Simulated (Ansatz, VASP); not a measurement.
## One calculation of Sb2AsSe2, two programs

INCAR

```
PREC     = Accurate       # precision mode
ENCUT    = 520            # plane-wave cutoff, eV
EDIFF    = 1E-6           # SCF threshold, eV
ISMEAR   = -1             # smearing method
SIGMA    = 0.0298         # smearing width, eV
LREAL    = F              # projectors in reciprocal space
LASPH    = T              # aspherical terms in the spheres
NELM     = 100            # most SCF steps
ALGO     = Normal         # electronic algorithm
ISIF     = 2              # what is computed and relaxed
LWAVE    = F              # write WAVECAR
LCHARG   = F              # write CHGCAR
GGA      = PE             # functional
NBANDS   = 38             # bands
```

File KPOINTS:

```
regular mesh
0
Gamma
  5 5 5
```

The input POSCAR:

```
Sb2AsSe2
1.0
    0.0000000000      4.1099870000      0.0000000000
    5.5799900000     -2.0549940000      0.0000000000
   -0.0489590000      2.0549940000    -11.7274680000
Sb As Se
4 2 4
Direct
    0.9548000000      0.7341000000      0.8245000000
    0.0452000000      0.2659000000      0.1755000000
    0.8119000000      0.2259000000      0.6021000000
    0.1881000000      0.7741000000      0.3979000000
    0.3942000000      0.7728000000      0.9844000000
    0.6058000000      0.2272000000      0.0156000000
    0.2114000000      0.1852000000      0.7624000000
    0.7886000000      0.8148000000      0.2376000000
    0.5937000000      0.7790000000      0.5916000000
    0.4063000000      0.2210000000      0.4084000000
```

Input for Ansatz:

```yaml
crystal:
  lattice:
    - [0.0, 4.109987, 0.0]
    - [5.57999, -2.054994, 0.0]
    - [-0.048959, 2.054994, -11.727468]
  atoms:
    - { symbol: Sb, position: [0.9548, 0.7341, 0.8245] }
    - { symbol: Sb, position: [0.0452, 0.2659, 0.1755] }
    - { symbol: Sb, position: [0.8119, 0.2259, 0.6021] }
    - { symbol: Sb, position: [0.1881, 0.7741, 0.3979] }
    - { symbol: As, position: [0.3942, 0.7728, 0.9844] }
    - { symbol: As, position: [0.6058, 0.2272, 0.0156] }
    - { symbol: Se, position: [0.2114, 0.1852, 0.7624] }
    - { symbol: Se, position: [0.7886, 0.8148, 0.2376] }
    - { symbol: Se, position: [0.5937, 0.779, 0.5916] }
    - { symbol: Se, position: [0.4063, 0.221, 0.4084] }
  symmetry: { tolerance: 0.0003 }
kpoints:
  mp_grid: { grid: [5, 5, 5], shift: [0, 0, 0] }
  band_path:
    path:
      - [0.0, 0.0, 0.0]
      - [0.58289912, -0.29144956, 0.29144956]
      - [0.41710088, -0.70855044, 0.70855044]
      - [0.0, -0.5, 0.5]
      - [0.0, 0.0, 0.0]
      - [0.0, -0.5, 0.0]
      - [0.4475367, -0.72376835, 0.22376835]
      - [0.5524633, -0.27623165, -0.22376835]
      - [0.0, 0.0, -0.5]
      - [0.0, 0.0, 0.0]
      - [0.5, -0.5, 0.0]
    npoints: 6
magnetization:
  spin_polarized: false
scf:
  occupations: { method: fermi_dirac, width: 0.0298 }
  lower_state_search: "off"
  max_iter: 200
hamiltonian:
  pseudopotentials: { kind: paw }
  xc: pbe
basis:
  ecutwfc: 420
  fft_grid_basis: typed
output:
  forces: true
  stress: true
  eigenvalues: true
  populations: true
  elf: true
  write_potential: true
  volumetric_format: npy
  dos:
    e_range: [-12, 8]
    de: 0.05
    projected: { site_lists: { As: [As], Sb: [Sb], Se: [Se] } }
checkpoint:
  read: saved_state
```

Alike in both runs: task single point; functional PBE; k mesh 5 × 5 × 5; occupations fermi-dirac, width 0.0298 eV; no spin polarisation.

|  | VASP | Ansatz |
| --- | --- | --- |
| version | VASP 6.6.1 | Ansatz 0.2.0 |
| potentials or method | VASP PAW PBE potentials, release 64 (Sb, As, Se), cutoff 520 eV | PAW plane waves |
| valence electrons in the cell | 54 | 154 |

Ansatz gave:

```
pressure (GPa)                                                : 1.3
traceless stress, the component that is largest in VASP (GPa) : 2.03
rms of the force components (eV/Å)                            : 0.452
```

**Question.** Which values does VASP return?

**Answer.** Pressure (GPa): 1.4; traceless stress, the component that is largest in VASP (GPa): 2.15; rms of the force components (eV/Å): 0.465.

Atom by atom the forces differ by 0.024 eV/Å (rms over components). With one functional, cell and mesh, what is left measures potentials, basis and numerics. VASP's potentials hold 54 valence electrons a cell and Ansatz's 154, so a difference there can come from the potentials and not from the codes.

Neither program's run includes spin-orbit coupling.
